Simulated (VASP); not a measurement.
# Cd (Fd-3m) in VASP: single point with PBE

Aim: the single point of Cd with PBE.

Program: VASP 6.6.1. These are calculated values, not measurements. Logs are shortened: lines on timing, memory, paths and dates and some standing lists are left out, and cuts for length are marked.

## (1) The cell of the first run

Symmetry: Fd-3m, No. 227, cubic system. Conventional cell: a = 6.689 Å, b = 6.689 Å, c = 6.689 Å, α = 90.00°, β = 90.00°, γ = 90.00°. Cd (site symmetry -43m) has 4 Cd at 2.90 Å within 3.8 Å.

## (2) Single point, PBE

Contents of INCAR:

```
PREC = Accurate
ENCUT = 520
EDIFF = 1E-6
ISMEAR = -1
SIGMA = 0.05
LREAL = False
LASPH = True
NELM = 80
ALGO = Normal
ISIF = 2
LWAVE = False
LCHARG = True
GGA = PE
LELF = True
LVHAR = True
NBANDS = 19
```

Contents of KPOINTS:

```
regular mesh
0
Gamma
  12 12 12
```

Contents of POSCAR:

```
Cd
1.0
    0.0000000000      3.3444563498      3.3444563498
    3.3444563498      0.0000000000      3.3444563498
    3.3444563498      3.3444563498      0.0000000000
Cd
2
Direct
   -0.1250000000     -0.1250000000     -0.1250000000
    0.1250000000      0.1250000000      0.1250000000
```

Potentials or basis: VASP PAW PBE potentials, release 64 (Cd).

Launch:

```
$ cat potpaw_PBE.64/Cd/POTCAR > POTCAR
$ mpirun -np 1 vasp_std > vasp.out
```

OUTCAR:

```text
PREC = Accurate
   ENCUT = 520
   EDIFF = 1E-6
   ISMEAR = -1
   LREAL = False
   LASPH = True
   NELM = 80
   ISIF = 2
   GGA = PE

 ion  position               nearest neighbor table
   1  0.875  0.875  0.875-   2 2.90   2 2.90   2 2.90   2 2.90
   2  0.125  0.125  0.125-   1 2.90   1 2.90   1 2.90   1 2.90

  LATTYP: Found a face centered cubic cell.
 ALAT       =     6.6889126996

  Lattice vectors:

 A1 = (   0.0000000000,   3.3444563498,   3.3444563498)
 A2 = (   3.3444563498,   0.0000000000,   3.3444563498)
 A3 = (   3.3444563498,   3.3444563498,   0.0000000000)

Analysis of symmetry for initial positions (statically):
=====================================================================
 Subroutine PRICEL returns:
 Original cell was already a primitive cell.

 Routine SETGRP: Setting up the symmetry group for a
 face centered cubic supercell.

 Subroutine GETGRP returns: Found 48 space group operations
 (whereof 12 operations were pure point group operations)
 out of a pool of 48 trial point group operations.

The static configuration has the point symmetry D_3d.
 The point group associated with its full space group is O_h .

Analysis of symmetry for dynamics (positions and initial velocities):
=====================================================================
 Subroutine PRICEL returns:
 Original cell was already a primitive cell.

 Routine SETGRP: Setting up the symmetry group for a
 face centered cubic supercell.

 Subroutine GETGRP returns: Found 48 space group operations
 (whereof 12 operations were pure point group operations)
 out of a pool of 48 trial point group operations.

The dynamic configuration has the point symmetry D_3d.
 The point group associated with its full space group is O_h .

 Subroutine INISYM returns: Found 48 space group operations
 (whereof 12 operations are pure point group operations),
 and found     1 'primitive' translations

----------------------------------------------------------------------------------------

                                     Primitive cell

  volume of cell :      74.8181

  direct lattice vectors                    reciprocal lattice vectors
     0.000000000  3.344456350  3.344456350    -0.149501129  0.149501129  0.149501129
     3.344456350  0.000000000  3.344456350     0.149501129 -0.149501129  0.149501129
     3.344456350  3.344456350  0.000000000     0.149501129  0.149501129 -0.149501129

  length of vectors
     4.729775529  4.729775529  4.729775529     0.258943551  0.258943551  0.258943551

[... 79 lines left out ...]
   NELM   =     80;   NELMIN=  2; NELMDL= -5     # of ELM steps
   EDIFF  = 0.1E-05   stopping-criterion for ELM
   LREAL  =      F    real-space projection
   EDIFFG = 0.1E-04   stopping-criterion for IOM
   NSW    =      0    number of steps for IOM
   IBRION =     -1    ionic relax: 0-MD 1-quasi-New 2-CG
   NFREE  =      0    steps in history (QN), initial steepest desc. (CG)
   ISIF   =      2    stress and relaxation
   ISYM   =      2    0-nonsym 1-usesym 2-fastsym
   POTIM  = 0.5000    time-step for ionic-motion
   TEBEG  =    0.0;   TEEND  =   0.0 temperature during run
   PSTRESS=    0.0 pullay stress
   NELECT =      24.0000    total number of electrons
   NUPDOWN=      -1.0000    fix difference up-down
   EMIN   =  10.00;   EMAX   =-10.00  energy-range for DOS
   EFERMI =   0.00;   METHOD = LEGACY
   ISMEAR =    -1;   SIGMA  =   0.05  broadening in eV -4-tet -1-fermi 0-gaus
   EFERMI_NEDOS =   21; number of points for ismear=-14 and -15
   IALGO  =     38    algorithm
   IMIX   =      4    mixing-type and parameters
     AMIX     =   0.40;   BMIX     =  1.00
     AMIX_MAG =   1.60;   BMIX_MAG =  1.00
  volume/ion in A,a.u.               =      37.41       252.45
  Fermi-wavevector in a.u.,A,eV,Ry     =   1.120666  2.117753 17.087466  1.255893
  Thomas-Fermi vector in A             =   2.257315
   LORBIT       =      0    0 simple, 1 ext, 2 COOP (PROOUT), +10 PAW based schemes
   GGA     = PE    functional components
   LHFCALC =     F    Hartree Fock is set to
   AEXX    =    0.0000 exact exchange contribution
   IVDW    =     0    specifies the selected vdW correction
   LEPSILON=     F    determine dielectric tensor
   LRPA    =     F    only Hartree local field effects (RPA)
 non-spin polarized calculation
  energy-cutoff  :      520.00
  volume of cell :       74.82
 maximum number of plane-waves:      2044
   NGX = 17   NGY = 17   NGZ = 17

 number of electron      23.9999998 magnetization

 Free energy of the ion-electron system (eV)
  ---------------------------------------------------
  ext. energy  EPLUGINS =         0.00000000
  ---------------------------------------------------
  free energy    TOTEN  =        -0.84517602 eV

  energy without entropy =       -0.83545879  energy(sigma->0) =       -0.84031740

 E-fermi :   0.1126     XC(G=0):  -8.1031

 val. band max:        0.0996980576   @ k =  -0.3333   0.3333   0.1667
 cond. band min:       0.1406220783   @ k =  -0.4167   0.3333   0.0833
 fundamental gap:      0.0409240206
 Fermi energy:         0.1125828436

 k-point     1 :       0.0000    0.0000    0.0000
  band No.  band energies     occupation
      1      -9.0210      2.00000
      2      -9.0210      2.00000
      3      -9.0210      2.00000
      4      -8.9691      2.00000
      5      -8.9691      2.00000
      6      -8.3393      2.00000
[... 505 lines left out ...]
      6      -8.5352      2.00000
[... 11 lines left out ...]
     18       8.8924      0.00000
     19       9.9003      0.00000

 [... further k-points ...]

------------------------ aborting loop because EDIFF is reached ----------------------------------------

  FORCE on cell =-STRESS in cart. coord.  units (eV):
  Direction    XX          YY          ZZ          XY          YZ          ZX
  --------------------------------------------------------------------------------------
  -------------------------------------------------------------------------------------
  Total        0.0802920      0.0802920      0.0802920      0.0000000      0.0000000     -0.0000000
  in kB        1.7193981      1.7193981      1.7193981      0.0000000      0.0000000     -0.0000000
  external PRESSURE =       1.7193981 kB  Pullay stress =       0.0000000 kB

 VOLUME and BASIS-vectors are now :
 -----------------------------------------------------------------------------
  energy-cutoff  :      520.00
  volume of cell :       74.82
      direct lattice vectors                 reciprocal lattice vectors
     0.000000000  3.344456350  3.344456350    -0.149501129  0.149501129  0.149501129
     3.344456350  0.000000000  3.344456350     0.149501129 -0.149501129  0.149501129
     3.344456350  3.344456350  0.000000000     0.149501129  0.149501129 -0.149501129

 POSITION                                       TOTAL-FORCE (eV/Angst)
 -----------------------------------------------------------------------------------
      5.85280      5.85280      5.85280        -0.000000      0.000000      0.000000
      0.83611      0.83611      0.83611         0.000000     -0.000000     -0.000000
 -----------------------------------------------------------------------------------
    total drift:                                0.000000      0.000000      0.000000

  FREE ENERGIE OF THE ION-ELECTRON SYSTEM (eV)
  ---------------------------------------------------
  free  energy   TOTEN  =        -0.8451760177 eV

  energy  without entropy=       -0.8354587887  energy(sigma->0) =       -0.84031740
```

OSZICAR:

```text
N       E                     dE             d eps       ncg     rms          rms(c)
DAV:   1     0.156996531871E+03    0.15700E+03   -0.11966E+04  2736   0.114E+03
DAV:   2     0.324558267308E+01   -0.15375E+03   -0.14902E+03  2846   0.303E+02
DAV:   3    -0.883053956166E+00   -0.41286E+01   -0.41211E+01  3132   0.554E+01
DAV:   4    -0.892846031727E+00   -0.97921E-02   -0.97916E-02  2934   0.277E+00
DAV:   5    -0.892904704277E+00   -0.58673E-04   -0.58672E-04  3043   0.182E-01    0.208E+00
DAV:   6    -0.847055780616E+00    0.45849E-01   -0.13002E-01  3001   0.357E+00    0.185E+00
DAV:   7    -0.844733028645E+00    0.23228E-02   -0.11991E-02  2904   0.806E-01    0.101E+00
DAV:   8    -0.845045612240E+00   -0.31258E-03   -0.20733E-03  2865   0.441E-01    0.400E-02
DAV:   9    -0.845151189307E+00   -0.10558E-03   -0.84858E-05  3004   0.561E-02    0.258E-02
DAV:  10    -0.845175388782E+00   -0.24199E-04   -0.31214E-05  2895   0.396E-02    0.272E-03
DAV:  11    -0.845176017745E+00   -0.62896E-06   -0.19129E-06  2423   0.860E-03
   1 F= -.84517602E+00 E0= -.84031740E+00  d E =-.971723E-02
```

stdout:

```text
POSCAR found type information on POSCAR Cd
 POSCAR found :  1 types and       2 ions
 scaLAPACK will be used
 LDA part: xc-table for (Slater+PW92), standard interpolation
 POSCAR, INCAR and KPOINTS ok, starting setup
 FFT: planning ... GRIDC
 FFT: planning ... GRID_SOFT
 FFT: planning ... GRID
 WAVECAR not read
 entering main loop
```

It took 63 s on 1 thread of Intel Xeon Platinum 8259CL at 2.50GHz (Skylake/Cascade Lake), shared host; peak memory 0.24 GiB.

Results:

| Property | Result |
| --- | --- |
| Free energy | -0.8452 eV |
| Pressure | 0.2 GPa |
| Band gap on the k mesh | zero (band 12 reaches 4.33 eV, above the bottom of band 13 at -0.29 eV) |
